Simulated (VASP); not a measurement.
# AgBr (I4/mmm) in VASP: elastic constants with PBE

Aim: the elastic constants of AgBr with PBE.

Everything below comes from runs of VASP 6.6.1. Logs are shortened: lines on timing, memory, paths and dates and some standing lists are left out, and cuts for length are marked.

## (1) The cell of the first run

The typed cell holds 2 atoms: a = 4.130 Å, b = 4.130 Å, c = 4.130 Å, α = 119.98°, β = 119.98°, γ = 90.03°.

## (2) Elastic constants, PBE

The input, INCAR:

```
SYSTEM = AgBr
PREC = Accurate
ENCUT = 500
EDIFF = 1E-8
ISMEAR = 0
SIGMA = 0.01
LREAL = .False.
LASPH = .True.
NELM = 120
ALGO = Normal
ISIF = 3
LWAVE = .False.
LCHARG = .False.
GGA = PE
IBRION = 6
NFREE = 2
POTIM = 0.015
NSW = 1
GGA_COMPAT = .False.
```

The input, KPOINTS:

```
regular mesh
0
Gamma
  12 12 12
  0 0 0
```

The input, POSCAR:

```
AgBr
1.0
   -2.0654257768      2.0654257768      2.9195965186
    2.0654257768     -2.0654257768      2.9195965186
    2.0654257768      2.0654257768     -2.9195965186
Ag Br
1 1
Direct
    0.5000000000      0.5000000000      0.0000000000
    0.0000000000      0.0000000000      0.0000000000
```

Potentials or basis: VASP PAW PBE potentials, release 64 (Ag, Br).

Run with:

```console
$ cat potpaw_PBE.64/Ag/POTCAR potpaw_PBE.64/Br/POTCAR > POTCAR
$ mpirun -np 1 vasp_std > vasp.out
```

OUTCAR:

```text
SYSTEM = AgBr
   PREC = Accurate
   ENCUT = 500
   EDIFF = 1E-8
   ISMEAR = 0
   LREAL = .False.
   LASPH = .True.
   NELM = 120
   ISIF = 3
   GGA = PE
   IBRION = 6
   NFREE = 2
   POTIM = 0.015
   NSW = 1

 ion  position               nearest neighbor table
   1  0.500  0.500  0.000-   2 2.92   2 2.92   2 2.92   2 2.92   2 2.92   2 2.92
   2  0.000  0.000  0.000-   1 2.92   1 2.92   1 2.92   1 2.92   1 2.92   1 2.92

  LATTYP: Found a body centered tetragonal cell.
 ALAT       =     4.1308515536
 C/A-ratio  =     1.4135567356

  Lattice vectors:

 A1 = (  -2.0654257768,   2.0654257768,   2.9195965186)
 A2 = (   2.0654257768,  -2.0654257768,   2.9195965186)
 A3 = (   2.0654257768,   2.0654257768,  -2.9195965186)

Analysis of symmetry for initial positions (statically):
=====================================================================
 Subroutine PRICEL returns:
 Original cell was already a primitive cell.

 Routine SETGRP: Setting up the symmetry group for a
 body centered tetragonal supercell.

 Subroutine GETGRP returns: Found 16 space group operations
 (whereof 16 operations were pure point group operations)
 out of a pool of 16 trial point group operations.

The static configuration has the point symmetry D_4h.

Analysis of symmetry for dynamics (positions and initial velocities):
=====================================================================
 Subroutine PRICEL returns:
 Original cell was already a primitive cell.

 Routine SETGRP: Setting up the symmetry group for a
 body centered tetragonal supercell.

 Subroutine GETGRP returns: Found 16 space group operations
 (whereof 16 operations were pure point group operations)
 out of a pool of 16 trial point group operations.

The dynamic configuration has the point symmetry D_4h.

 Subroutine INISYM returns: Found 16 space group operations
 (whereof 16 operations are pure point group operations),
 and found     1 'primitive' translations

----------------------------------------------------------------------------------------

                                     Primitive cell

  volume of cell :      49.8198

  direct lattice vectors                    reciprocal lattice vectors
    -2.065425777  2.065425777  2.919596519     0.000000000  0.242080837  0.171256541
     2.065425777 -2.065425777  2.919596519     0.242080837  0.000000000  0.171256541
     2.065425777  2.065425777 -2.919596519     0.242080837  0.242080837  0.000000000

  length of vectors
     4.129892385  4.129892385  4.129892385     0.296533192  0.296533192  0.342354002

  position of ions in fractional coordinates (direct lattice)
     0.500000000  0.500000000  0.000000000
     0.000000000  0.000000000  0.000000000

  ion indices of the primitive-cell ions
   primitive index   ion index
                 1           1
                 2           2

----------------------------------------------------------------------------------------

 KPOINTS: regular mesh

Automatic generation of k-mesh.
 Grid dimensions read from file:
 generate k-points for:   12   12   12

 Generating k-lattice:

  Cartesian coordinates                     Fractional coordinates (reciprocal lattice)
[... 114 lines left out ...]
  Direction    XX          YY          ZZ          XY          YZ          ZX
  --------------------------------------------------------------------------------------
  -------------------------------------------------------------------------------------
  Total       -0.0136557     -0.0136557     -0.0106554      0.0000000      0.0000000      0.0000000
  in kB       -0.4391600     -0.4391600     -0.3426722      0.0000000      0.0000000      0.0000000
  external PRESSURE =      -0.4069974 kB  Pullay stress =       0.0000000 kB
[... 89 lines left out ...]
  FREE ENERGIE OF THE ION-ELECTRON SYSTEM (eV)
  ---------------------------------------------------
  free  energy   TOTEN  =        -4.9987785437 eV

  energy  without entropy=       -4.9987785437  energy(sigma->0) =       -4.99877854

[... ionic steps 4 to 18 ...]

--------------------------------------- Ionic step       19  -------------------------------------------

 number of electron      18.0000001 magnetization

------------------------ aborting loop because EDIFF is reached ----------------------------------------
[... 67 lines left out ...]
--------------------------------------- Ionic step       21  -------------------------------------------

 number of electron      18.0000002 magnetization

 Free energy of the ion-electron system (eV)
  ---------------------------------------------------
  ext. energy  EPLUGINS =         0.00000000
  ---------------------------------------------------
  free energy    TOTEN  =        -5.00026504 eV

  energy without entropy =       -5.00026504  energy(sigma->0) =       -5.00026504

 E-fermi :   3.1000     XC(G=0):  -9.5961

 val. band max:        2.9983656605   @ k =   0.5000   0.0000  -0.0000
 cond. band min:       3.6848094974   @ k =   0.0000   0.0000   0.0000
 fundamental gap:      0.6864438369
 Fermi energy:         3.0999820861

 k-point     1 :       0.0000    0.0000    0.0000
  band No.  band energies     occupation
      1     -11.7576      2.00000
      2       0.4080      2.00000
      3       0.4102      2.00000
      4       0.4102      2.00000
      5       0.4112      2.00000
      6       0.4121      2.00000
      7       1.2490      2.00000
      8       1.2490      2.00000
      9       1.2492      2.00000
     10       3.6848      0.00000
     11      12.9228      0.00000
     12      12.9228      0.00000
     13      12.9249      0.00000
[... 354 lines left out ...]
  band No.  band energies     occupation
      1     -11.4191      2.00000
      2      -1.4009      2.00000
      3      -0.6748      2.00000
      4      -0.5221      2.00000
      5       0.5350      2.00000
      6       0.6818      2.00000
      7       0.9488      2.00000
      8       2.1437      2.00000
      9       2.3715      2.00000
     10       6.9157      0.00000
     11       8.7197      0.00000
     12      10.6740      0.00000
     13      11.1623      0.00000

 [... further k-points ...]

------------------------ aborting loop because EDIFF is reached ----------------------------------------

  FORCE on cell =-STRESS in cart. coord.  units (eV):
  Direction    XX          YY          ZZ          XY          YZ          ZX
  --------------------------------------------------------------------------------------
  -------------------------------------------------------------------------------------
  Total       -0.0134241     -0.0134241     -0.0079309      0.0000000      0.0000000      0.0000000
  in kB       -0.4317131     -0.4317131     -0.2550547      0.0000000      0.0000000      0.0000000
  external PRESSURE =      -0.3728270 kB  Pullay stress =       0.0000000 kB
[... 17 lines left out ...]
  FREE ENERGIE OF THE ION-ELECTRON SYSTEM (eV)
  ---------------------------------------------------
  free  energy   TOTEN  =        -5.0002650404 eV

  energy  without entropy=       -5.0002650404  energy(sigma->0) =       -5.00026504

 INTERNAL STRAIN TENSORS FROM STRAINED CELLS
 ============================================

 INTERNAL STRAIN TENSOR FOR ION    1 for displacements in x,y,z  (eV/Angst):
          X           Y           Z          XY          YZ          ZX
  --------------------------------------------------------------------------------
  x     0.00000    -0.00000    -0.00000    -0.00000     0.00000    -0.00000
  y    -0.00000    -0.00000     0.00000     0.00000    -0.00000     0.00000
  z     0.00000    -0.00000     0.00000    -0.00000     0.00000    -0.00000

 INTERNAL STRAIN TENSORS FROM DISPLACED ATOMS
 ============================================

 INTERNAL STRAIN TENSOR FOR ION    1 for displacements in x,y,z  (eV/Angst):
          X           Y           Z          XY          YZ          ZX
  --------------------------------------------------------------------------------
  x     0.00000     0.00000     0.00000     0.00000     0.00000     0.00000
  y     0.00000     0.00000     0.00000     0.00000     0.00000     0.00000
  z     0.00000     0.00000     0.00000     0.00000     0.00000     0.00000

 INTERNAL STRAIN TENSOR FOR ION    2 for displacements in x,y,z  (eV/Angst):
          X           Y           Z          XY          YZ          ZX
  --------------------------------------------------------------------------------
  x     0.00000     0.00000     0.00000     0.00000     0.00000     0.00000
  y     0.00000     0.00000     0.00000     0.00000     0.00000     0.00000
  z     0.00000     0.00000     0.00000     0.00000     0.00000     0.00000

 Eigenvectors and eigenvalues of the dynamical matrix
 ----------------------------------------------------

   1 f  =    2.037732 THz    12.803448 2PiTHz   67.971424 cm-1     8.427379 meV
             X         Y         Z           dx          dy          dz
      0.000000  0.000000  2.919597     0.000000    0.000000   -0.652497
      0.000000  0.000000  0.000000    -0.000000   -0.000000    0.757791
[... 21 lines left out ...]
   6 f/i=    0.001950 THz     0.012250 2PiTHz    0.065033 cm-1     0.008063 meV
             X         Y         Z           dx          dy          dz
      0.000000  0.000000  2.919597     0.738055   -0.169661    0.000000
      0.000000  0.000000  0.000000     0.636463   -0.146308    0.000000

--------------------------------------------------------------------------------------------------------

 ELASTIC MODULI CONTR FROM IONIC RELAXATION (kBar)
 Direction    XX          YY          ZZ          XY          YZ          ZX
 --------------------------------------------------------------------------------
 XX           0.0000      0.0000      0.0000      0.0000      0.0000      0.0000
 YY           0.0000      0.0000      0.0000      0.0000      0.0000      0.0000
 ZZ           0.0000      0.0000      0.0000      0.0000      0.0000      0.0000
 XY           0.0000      0.0000      0.0000      0.0000      0.0000      0.0000
 YZ           0.0000      0.0000      0.0000      0.0000      0.0000      0.0000
 ZX           0.0000      0.0000      0.0000      0.0000      0.0000      0.0000
 --------------------------------------------------------------------------------

 TOTAL ELASTIC MODULI (kBar)
 Direction    XX          YY          ZZ          XY          YZ          ZX
 --------------------------------------------------------------------------------
 XX         492.8769    344.9422    316.9605     -0.0000      0.0000      0.0000
 YY         344.9422    492.8769    316.9605      0.0000      0.0000     -0.0000
 ZZ         316.9605    316.9605    526.5629      0.0000      0.0000     -0.0000
 XY          -0.0000      0.0000      0.0000    102.6624      0.0000      0.0000
 YZ           0.0000      0.0000      0.0000      0.0000     74.4666      0.0000
 ZX           0.0000     -0.0000     -0.0000      0.0000      0.0000     74.4666
 --------------------------------------------------------------------------------
```

It took 20 min on 1 thread of Intel Xeon 6975P-C (Granite Rapids), shared host; peak memory 0.63 GiB.

What came out:

```
Voigt bulk modulus                                      : 39 GPa
Highest phonon frequency at Γ, LO-TO splitting left out : 68 cm⁻¹
```

Phonon frequencies in cm⁻¹ (negative: imaginary):
| q point | frequencies |
| --- | --- |
| (0.000, 0.000, 0.000) | 0 0 0 67 67 68 |

Elastic tensor in Voigt notation (GPa, in the Cartesian axes of the cell as first typed):
```
49 34 32  0  0  0
34 49 32  0  0  0
32 32 53  0  0  0
 0  0  0  7  0  0
 0  0  0  0  7  0
 0  0  0  0  0 10
```

Clamped-ion elastic tensor (GPa):
```
49 34 32  0  0  0
34 49 32  0  0  0
32 32 53  0  0  0
 0  0  0  7  0  0
 0  0  0  0  7  0
 0  0  0  0  0 10
```
